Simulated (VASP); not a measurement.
# NiGe3 (P4/mmm) in VASP: further runs, part 2 of 2

VASP 6.6.1. Earlier steps stand in the parts before.

### Step 3. Relaxation of cell and atoms, PBE, collinear spin, ferromagnetic start

This run uses another cell than the first one, of 16.29 Å³/atom.

INCAR

```
SYSTEM = NiGe3
PREC     = Accurate       ! precision mode
ENCUT    = 600            ! plane-wave cutoff, eV
EDIFF    = 1E-6           ! SCF threshold, eV
ISMEAR   = 0              ! smearing method
SIGMA    = 0.2            ! smearing width, eV
LREAL    = .False.        ! projectors in reciprocal space
LASPH    = .True.         ! aspherical terms in the spheres
NELM     = 150            ! most SCF steps
ALGO     = Normal         ! electronic algorithm
ISIF     = 3              ! what is computed and relaxed
LWAVE    = .False.        ! write WAVECAR
LCHARG   = .False.        ! write CHGCAR
ISPIN    = 2              ! spin polarisation
MAGMOM   = 2 0 0 0        ! initial moments
LORBIT   = 11             ! projections on sites
LMAXMIX  = 4              ! l up to which the mixer works
GGA      = PE             ! functional
IBRION   = 2              ! ionic algorithm
NSW      = 36             ! ionic steps
EDIFFG   = -0.08          ! ionic threshold
```

KPOINTS

```
regular mesh
0
Gamma
  6 6 3
  0 0 0
```

POSCAR

```
NiGe3
1.0
    3.0903309800      0.0000000000      0.0000000000
    0.0000000000      3.0903309800      0.0000000000
    0.0000000000      0.0000000000      6.8249049900
Ni Ge
1 3
Direct
    0.0000000000      0.0000000000      0.5000000000
    0.5000000000      0.5000000000      0.2648737800
    0.5000000000      0.5000000000      0.7351262200
    0.5000000000      0.5000000000      0.0000000000
```

Potentials or basis: VASP PAW PBE potentials, release 64 (Ni, Ge_d).

On the command line:

```
$ cat potpaw_PBE.64/Ni/POTCAR potpaw_PBE.64/Ge_d/POTCAR > POTCAR
$ mpirun -np 1 vasp_std > vasp.out
```

OUTCAR:

```text
SYSTEM = NiGe3
   PREC = Accurate
   ENCUT = 600
   EDIFF = 1E-6
   ISMEAR = 0
   LREAL = .False.
   LASPH = .True.
   NELM = 150
   ISIF = 3
   ISPIN = 2
   LORBIT = 11
   GGA = PE
   IBRION = 2
   NSW = 36
   EDIFFG = -0.08

 ion  position               nearest neighbor table
   1  0.000  0.000  0.500-   2 2.71   3 2.71   2 2.71   3 2.71   2 2.71   3 2.71   2 2.71   3 2.71

   2  0.500  0.500  0.265-   4 1.81   1 2.71   1 2.71   1 2.71   1 2.71
   3  0.500  0.500  0.735-   4 1.81   1 2.71   1 2.71   1 2.71   1 2.71
   4  0.500  0.500  0.000-   2 1.81   3 1.81

  LATTYP: Found a simple tetragonal cell.
 ALAT       =     3.0903309800
 C/A-ratio  =     2.2084705600

  Lattice vectors:

 A1 = (   3.0903309800,   0.0000000000,   0.0000000000)
 A2 = (   0.0000000000,   3.0903309800,   0.0000000000)
 A3 = (   0.0000000000,   0.0000000000,   6.8249049900)

[... 1810 lines left out ...]
  ---------------------------------------------------
  free energy    TOTEN  =       -19.04819933 eV

  energy without entropy =      -19.02155821  energy(sigma->0) =      -19.03487877

 E-fermi :   6.9668     XC(G=0): -11.3732

 val. band max:        6.9489935350   @ k =   0.5000   0.3333   0.3333
 cond. band min:       7.0906645225   @ k =   0.3333   0.0000   0.3333
 fundamental gap:      0.1416709876
 Fermi energy:         6.9668241994

 spin component 1

 k-point     1 :       0.0000    0.0000    0.0000
  band No.  band energies     occupation
      1     -17.9232      1.00000
      2     -17.9188      1.00000
      3     -17.9011      1.00000
      4     -17.8250      1.00000
      5     -17.7992      1.00000
      6     -17.7992      1.00000
[... 1423 lines left out ...]
  FREE ENERGIE OF THE ION-ELECTRON SYSTEM (eV)
  ---------------------------------------------------
  free  energy   TOTEN  =       -19.0481993316 eV

  energy  without entropy=      -19.0215582071  energy(sigma->0) =      -19.03487877

 reached required accuracy - stopping structural energy minimisation

 total charge

# of ion       s       p       d       tot
------------------------------------------
    1        0.434   0.475   8.482   9.390
    2        1.189   1.063  10.052  12.304
    3        1.189   1.063  10.052  12.304
    4        1.210   0.972  10.008  12.190
--------------------------------------------------
tot          4.021   3.573  38.594  46.189

 magnetization (x)

# of ion       s       p       d       tot
------------------------------------------
    1       -0.000  -0.000  -0.000  -0.000
    2       -0.000   0.000   0.000   0.000
    3       -0.000   0.000   0.000   0.000
    4       -0.000   0.000  -0.000   0.000
--------------------------------------------------
tot         -0.000  -0.000  -0.000  -0.000
```

OSZICAR:

```text
N       E                     dE             d eps       ncg     rms          rms(c)
DAV:   1     0.466694116959E+03    0.46669E+03   -0.27839E+04  3064   0.500E+03
DAV:   2     0.676872081097E+02   -0.39901E+03   -0.38632E+03  2560   0.873E+02
DAV:   3    -0.832599260469E+01   -0.76013E+02   -0.74699E+02  2760   0.230E+02
DAV:   4    -0.126054892984E+02   -0.42795E+01   -0.42482E+01  3056   0.638E+01
[... 225 lines left out ...]
DAV:   5    -0.190483055409E+02    0.52138E-03   -0.30065E-03  3216   0.765E-01    0.802E-02
DAV:   6    -0.190482008548E+02    0.10469E-03   -0.40632E-04  2944   0.266E-01    0.255E-02
DAV:   7    -0.190481993167E+02    0.15381E-05   -0.45204E-05  2992   0.106E-01    0.139E-02
DAV:   8    -0.190481993316E+02   -0.14874E-07   -0.31495E-06  2440   0.169E-02
  17 F= -.19048199E+02 E0= -.19034879E+02  d E =-.337177E-02  mag=    -0.0000
```

It took 13 min on 1 thread of AMD EPYC 9R45 (Zen 5), shared host; peak memory 0.25 GiB.

Results:

| Quantity | Value |
| --- | --- |
| Free energy | -19.0482 eV |
| Relaxed volume | 17.18 Å³/atom |
| Relaxed cell | a = 2.885 Å, b = 2.885 Å, c = 8.255 Å, α = 90.00°, β = 90.00°, γ = 90.00° |
| Space group after relaxing (to 0.1 Å) | P4/mmm (No. 123) |
| Energy gained by relaxing | 2202.6 meV/atom |
| Ionic steps | 17 |
| Pressure after relaxing | -0.3 GPa |
| Largest force after relaxing | 0.024 eV/Å |
| Band gap on the k mesh | zero (filled and empty bands overlap) |
| Net moment | 0.00 μB per cell |
| Valence electrons inside the program's atomic spheres | Ni 9.39; Ge 12.30, 12.19 (each value once) |

Forces on the atoms (eV/Å):
```
Ni   0.000  0.000  0.000
Ge   0.000  0.000  0.024
Ge   0.000  0.000 -0.024
Ge   0.000  0.000  0.000
```

The path:
```tsv
step	energy change (eV)	largest force (eV/Å)	pressure (GPa)	volume (Å³)
1	0.0000	19.8416	49.80	65.18
2	-5.0989	4.4000	-2.29	109.53
3	-6.2593	3.1899	-0.47	103.85
4	-6.5975	2.9295	-0.28	101.36
5	-7.1422	2.2254	-1.03	95.15
6	-8.2182	1.6594	-4.21	80.54
7	-8.3839	0.5122	-1.59	72.95
8	-8.4156	1.1991	-3.22	76.00
9	-8.4236	1.0702	-2.90	75.34
10	-8.7032	0.7248	-1.92	72.37
11	-8.7676	0.5670	-0.71	70.65
12	-8.7734	0.5336	-0.18	69.99
13	-8.7735	0.5293	0.12	69.88
14	-8.8003	0.2318	-0.74	69.75
15	-8.8071	0.0267	-1.24	69.64
16	-8.8087	0.0292	0.70	68.05
17	-8.8104	0.0244	-0.25	68.71
```

Final structure:
```
Ni Ge
1.0
     2.88517    0.00000    0.00000
     0.00000    2.88517    0.00000
     0.00000    0.00000    8.25467
Ni Ge
1 3
Cartesian
  0.0000 0.0000 4.1273
  1.4426 1.4426 2.6350
  1.4426 1.4426 5.6197
  1.4426 1.4426 0.0000
```

Caveat: the moments typed at the start vanished in this run; a cell axis changed by over 15 % at a fixed basis, so the end point is rough.

The gap in the log of VASP goes by the Fermi energy; the results here count the filled bands.